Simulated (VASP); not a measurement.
# ZnCu (Pmma) in VASP: single point with PBE

Aim: the single point of ZnCu with PBE.

Program: VASP 6.6.1. These are calculated values, not measurements. Logs are shortened: lines on timing, memory, paths and dates and some standing lists are left out, and cuts for length are marked.

## 1. The cell of the first run

It takes space group Pmma (No. 51, orthorhombic). The conventional cell has a = 4.419 Å, b = 2.601 Å, c = 5.063 Å, α = 90.00°, β = 90.00°, γ = 90.00°. Zn (site symmetry mm2) has 4 Cu at 2.49 to 2.57 Å and 4 Zn at 2.59 to 2.60 Å within 3.3 Å. Within 3.3 Å of Cu (site symmetry mm2) lie 4 Zn at 2.49 to 2.57 Å and 4 Cu at 2.55 to 2.60 Å.

## 2. Single point, PBE

File INCAR:

```
ALGO = Normal
EDIFF = 1E-7
ENCUT = 520
GGA = PE
ISIF = 2
ISMEAR = 0
LASPH = True
LCHARG = True
LELF = True
LREAL = False
LVHAR = True
LWAVE = False
NBANDS = 31
NELM = 100
PREC = Accurate
SIGMA = 0.1
```

File KPOINTS:

```
k-points
0
Gamma
  10 18 10
```

File POSCAR:

```
ZnCu
1.0
    4.4190027712      0.0000000000      0.0000000000
    0.0000000000      2.6005027077      0.0000000000
    0.0000000000      0.0000000000      5.0627531836
Zn Cu
2 2
Direct
    0.2500000000      0.5000000000      0.1338216904
    0.7500000000      0.5000000000      0.8661783096
    0.7500000000      0.5000000000      0.3736167872
    0.2500000000      0.5000000000      0.6263832128
```

Potentials or basis: VASP PAW PBE potentials, release 64 (Zn, Cu).

Command:

```sh
cat potpaw_PBE.64/Zn/POTCAR potpaw_PBE.64/Cu/POTCAR > POTCAR
mpirun -np 1 vasp_std > vasp.out
```

OUTCAR:

```text
EDIFF = 1E-7
   ENCUT = 520
   GGA = PE
   ISIF = 2
   ISMEAR = 0
   LASPH = True
   LREAL = False
   NELM = 100
   PREC = Accurate

 ion  position               nearest neighbor table
   1  0.250  0.500  0.134-   4 2.49   3 2.52   3 2.52   4 2.57   2 2.59   2 2.59
   2  0.750  0.500  0.866-   3 2.49   4 2.52   4 2.52   3 2.57   1 2.59   1 2.59
   3  0.750  0.500  0.374-   2 2.49   1 2.52   1 2.52   4 2.55   4 2.55   2 2.57
   4  0.250  0.500  0.626-   1 2.49   2 2.52   2 2.52   3 2.55   3 2.55   1 2.57

  LATTYP: Found a simple orthorhombic cell.
 ALAT       =     2.6005027077
 B/A-ratio  =     1.6992878947
 C/A-ratio  =     1.9468363438

  Lattice vectors:

 A1 = (   0.0000000000,  -2.6005027077,   0.0000000000)
 A2 = (   4.4190027712,   0.0000000000,   0.0000000000)
 A3 = (   0.0000000000,   0.0000000000,   5.0627531836)

Analysis of symmetry for initial positions (statically):
=====================================================================
 Subroutine PRICEL returns:
 Original cell was already a primitive cell.

 Routine SETGRP: Setting up the symmetry group for a
 simple orthorhombic supercell.

 Subroutine GETGRP returns: Found  8 space group operations
 (whereof  4 operations were pure point group operations)
 out of a pool of  8 trial point group operations.

The static configuration has the point symmetry C_2h.
 The point group associated with its full space group is D_2h.

Analysis of symmetry for dynamics (positions and initial velocities):
=====================================================================
 Subroutine PRICEL returns:
 Original cell was already a primitive cell.

 Routine SETGRP: Setting up the symmetry group for a
 simple orthorhombic supercell.

 Subroutine GETGRP returns: Found  8 space group operations
 (whereof  4 operations were pure point group operations)
 out of a pool of  8 trial point group operations.

The dynamic configuration has the point symmetry C_2h.
 The point group associated with its full space group is D_2h.

 Subroutine INISYM returns: Found  8 space group operations
 (whereof  4 operations are pure point group operations),
 and found     1 'primitive' translations

----------------------------------------------------------------------------------------

                                     Primitive cell

  volume of cell :      58.1793

  direct lattice vectors                    reciprocal lattice vectors
     4.419002771  0.000000000  0.000000000     0.226295400  0.000000000  0.000000000
     0.000000000  2.600502708  0.000000000     0.000000000  0.384541034  0.000000000
     0.000000000  0.000000000  5.062753184     0.000000000  0.000000000  0.197520986

  length of vectors
     4.419002771  2.600502708  5.062753184     0.226295400  0.384541034  0.197520986

  position of ions in fractional coordinates (direct lattice)
     0.250000000  0.500000000  0.133821690
     0.750000000  0.500000000  0.866178310
     0.750000000  0.500000000  0.373616787
     0.250000000  0.500000000  0.626383213

  ion indices of the primitive-cell ions
   primitive index   ion index
                 1           1
                 2           2
                 3           3
                 4           4

----------------------------------------------------------------------------------------

 KPOINTS: k-points

Automatic generation of k-mesh.
 Grid dimensions read from file:
 generate k-points for:   10   18   10

 Generating k-lattice:

  Cartesian coordinates                     Fractional coordinates (reciprocal lattice)
     0.022629540  0.000000000  0.000000000     0.100000000  0.000000000  0.000000000
     0.000000000  0.021363391  0.000000000     0.000000000  0.055555556  0.000000000
     0.000000000  0.000000000  0.019752099     0.000000000  0.000000000  0.100000000

  Length of vectors
     0.022629540  0.021363391  0.019752099

  Shift w.r.t. Gamma in fractional coordinates (k-lattice)
     0.000000000  0.000000000  0.000000000

 Subroutine IBZKPT returns following result:
 ===========================================

 Found    360 irreducible k-points:

 Following reciprocal coordinates:
            Coordinates               Weight
  0.000000  0.000000  0.000000      1.000000
  0.100000  0.000000  0.000000      2.000000
  0.200000  0.000000  0.000000      2.000000
  0.300000  0.000000  0.000000      2.000000
  0.400000  0.000000  0.000000      2.000000
  0.500000  0.000000  0.000000      1.000000
[... 16 lines left out ...]
  0.400000  0.166667  0.000000      4.000000
  0.500000  0.166667  0.000000      2.000000
 [... further k-points ...]
   k-points           NKPTS =    360   k-points in BZ     NKDIM =    360   number of bands    NBANDS=     31
   number of dos      NEDOS =    301   number of ions     NIONS =      4
   total plane-waves  NPLWV =  28800
   dimension x,y,z NGX =    36 NGY =   20 NGZ =   40
   dimension x,y,z NGXF=    72 NGYF=   40 NGZF=   80
   ions per type =               2   2
   NGX,Y,Z   is equivalent  to a cutoff of  13.54, 12.79, 13.13 a.u.
   NGXF,Y,Z  is equivalent  to a cutoff of  27.09, 25.57, 26.27 a.u.
 SYSTEM =  unknown system
   PREC   = accura    normal or accurate (medium, high low for compatibility)
   ISTART =      0    job   : 0-new  1-cont  2-samecut
   ICHARG =      2    charge: 1-file 2-atom 10-const
   ISPIN  =      1    spin polarized calculation?
   LNONCOLLINEAR =      F non collinear calculations
   LSORBIT =      F    spin-orbit coupling
   LASPH  =      T    aspherical Exc in radial PAW
   ENCUT  =  520.0 eV  38.22 Ry    6.18 a.u.   8.22  4.84  9.41*2*pi/ulx,y,z
   NELM   =    100;   NELMIN=  2; NELMDL= -5     # of ELM steps
   EDIFF  = 0.1E-06   stopping-criterion for ELM
   LREAL  =      F    real-space projection
   EDIFFG = 0.1E-05   stopping-criterion for IOM
   NSW    =      0    number of steps for IOM
   IBRION =     -1    ionic relax: 0-MD 1-quasi-New 2-CG
   NFREE  =      0    steps in history (QN), initial steepest desc. (CG)
   ISIF   =      2    stress and relaxation
   ISYM   =      2    0-nonsym 1-usesym 2-fastsym
   POTIM  = 0.5000    time-step for ionic-motion
   TEBEG  =    0.0;   TEEND  =   0.0 temperature during run
   PSTRESS=    0.0 pullay stress
   NELECT =      46.0000    total number of electrons
   NUPDOWN=      -1.0000    fix difference up-down
   EMIN   =  10.00;   EMAX   =-10.00  energy-range for DOS
   EFERMI =   0.00;   METHOD = LEGACY
   ISMEAR =     0;   SIGMA  =   0.10  broadening in eV -4-tet -1-fermi 0-gaus
   EFERMI_NEDOS =   21; number of points for ismear=-14 and -15
   IALGO  =     38    algorithm
   IMIX   =      4    mixing-type and parameters
     AMIX     =   0.40;   BMIX     =  1.00
     AMIX_MAG =   1.60;   BMIX_MAG =  1.00
  volume/ion in A,a.u.               =      14.54        98.15
  Fermi-wavevector in a.u.,A,eV,Ry     =   1.513810  2.860686 31.179387  2.291620
  Thomas-Fermi vector in A             =   2.623551
   LORBIT       =      0    0 simple, 1 ext, 2 COOP (PROOUT), +10 PAW based schemes
   GGA     = PE    functional components
   LHFCALC =     F    Hartree Fock is set to
   AEXX    =    0.0000 exact exchange contribution
   IVDW    =     0    specifies the selected vdW correction
   LEPSILON=     F    determine dielectric tensor
   LRPA    =     F    only Hartree local field effects (RPA)
 non-spin polarized calculation
 Gauss-broadening in eV      SIGMA  =   0.10
  energy-cutoff  :      520.00
  volume of cell :       58.18
 maximum number of plane-waves:      1588
 NGX is ok and might be reduce to    36
   NGX = 17   NGY =  9   NGZ = 19

 number of electron      45.9999993 magnetization

 Free energy of the ion-electron system (eV)
  ---------------------------------------------------
  ext. energy  EPLUGINS =         0.00000000
  ---------------------------------------------------
  free energy    TOTEN  =        -9.06396340 eV

  energy without entropy =       -9.05797738  energy(sigma->0) =       -9.06097039

 E-fermi :   4.3372     XC(G=0): -11.6249

 val. band max:        4.3363039437   @ k =   0.1000   0.3889   0.1000
 cond. band min:       4.3374867363   @ k =   0.4000   0.5000   0.2000
 fundamental gap:      0.0011827927
 Fermi energy:         4.3371933826

 k-point     1 :       0.0000    0.0000    0.0000
  band No.  band energies     occupation
      1      -5.1001      2.00000
      2      -3.6977      2.00000
      3      -3.5310      2.00000
      4      -3.4814      2.00000
      5      -3.3227      2.00000
      6      -2.9754      2.00000
[... 23 lines left out ...]
     30      16.5943      0.00000
     31      17.9905      0.00000

 k-point     2 :       0.1000    0.0000    0.0000
  band No.  band energies     occupation
      1      -5.0192      2.00000
      2      -3.6919      2.00000
      3      -3.5341      2.00000
      4      -3.5036      2.00000
      5      -3.2931      2.00000
      6      -3.0811      2.00000
[... 23 lines left out ...]
     30      16.6963      0.00000
     31      18.0991      0.00000

 k-point     3 :       0.2000    0.0000    0.0000
  band No.  band energies     occupation
      1      -4.7795      2.00000
      2      -3.6747      2.00000
      3      -3.5507      2.00000
      4      -3.5342      2.00000
      5      -3.2334      2.00000
      6      -3.2186      2.00000
[... 23 lines left out ...]
     30      16.9990      0.00000
     31      18.4214      0.00000

 k-point     4 :       0.3000    0.0000    0.0000
  band No.  band energies     occupation
      1      -4.3939      2.00000
      2      -3.6454      2.00000
      3      -3.5815      2.00000
      4      -3.5454      2.00000
      5      -3.3447      2.00000
      6      -3.1754      2.00000
[... 635 lines left out ...]
     30      15.7708      0.00000
     31      15.8362      0.00000

 k-point    23 :       0.4000    0.1667    0.0000
  band No.  band energies     occupation
      1      -3.5145      2.00000
      2      -3.4949      2.00000
      3      -3.4155      2.00000
      4      -3.3253      2.00000
      5      -3.3194      2.00000
      6      -3.1329      2.00000
[... 23 lines left out ...]
     30      16.8099      0.00000
     31      17.5228      0.00000

 k-point    24 :       0.5000    0.1667    0.0000
  band No.  band energies     occupation
      1      -3.4919      2.00000
      2      -3.4919      2.00000
      3      -3.3438      2.00000
      4      -3.3438      2.00000
      5      -3.1838      2.00000
      6      -3.1838      2.00000
[... 23 lines left out ...]
     30      15.0813      0.00000
     31      18.4161      0.00000

 [... further k-points ...]
[... 5 lines left out ...]
  --------------------------------------------------------------------------------------
  -------------------------------------------------------------------------------------
  Total        0.2238234      0.0938809      0.2352364      0.0000000      0.0000000      0.0000000
  in kB        6.1637899      2.5853511      6.4780862      0.0000000      0.0000000      0.0000000
  external PRESSURE =       5.0757424 kB  Pullay stress =       0.0000000 kB

 VOLUME and BASIS-vectors are now :
 -----------------------------------------------------------------------------
  energy-cutoff  :      520.00
  volume of cell :       58.18
      direct lattice vectors                 reciprocal lattice vectors
     4.419002771  0.000000000  0.000000000     0.226295400  0.000000000  0.000000000
     0.000000000  2.600502708  0.000000000     0.000000000  0.384541034  0.000000000
     0.000000000  0.000000000  5.062753184     0.000000000  0.000000000  0.197520986

 POSITION                                       TOTAL-FORCE (eV/Angst)
 -----------------------------------------------------------------------------------
      1.10475      1.30025      0.67751        -0.000000      0.000000     -0.005653
      3.31425      1.30025      4.38525         0.000000      0.000000      0.005653
      3.31425      1.30025      1.89153         0.000000      0.000000      0.001752
      1.10475      1.30025      3.17122         0.000000     -0.000000     -0.001752
 -----------------------------------------------------------------------------------
    total drift:                                0.000000     -0.000000      0.000000

  FREE ENERGIE OF THE ION-ELECTRON SYSTEM (eV)
  ---------------------------------------------------
  free  energy   TOTEN  =        -9.0639634003 eV

  energy  without entropy=       -9.0579773818  energy(sigma->0) =       -9.06097039
```

Run time: 3.3 min. Hardware: 1 thread of Intel Xeon 6975P-C (Granite Rapids), shared host; peak memory 0.61 GiB.

What came out:

| Property | Result |
| --- | --- |
| Free energy | -9.0640 eV |
| Pressure | 0.5 GPa |
| Largest force | 0.006 eV/Å |
| Band gap on the k mesh | zero (band 23 reaches 7.28 eV, above the bottom of band 24 at 2.23 eV) |

Forces on the atoms (eV/Å):
```
Zn   0.000  0.000 -0.006
Zn   0.000  0.000  0.006
Cu   0.000  0.000  0.002
Cu   0.000  0.000 -0.002
```
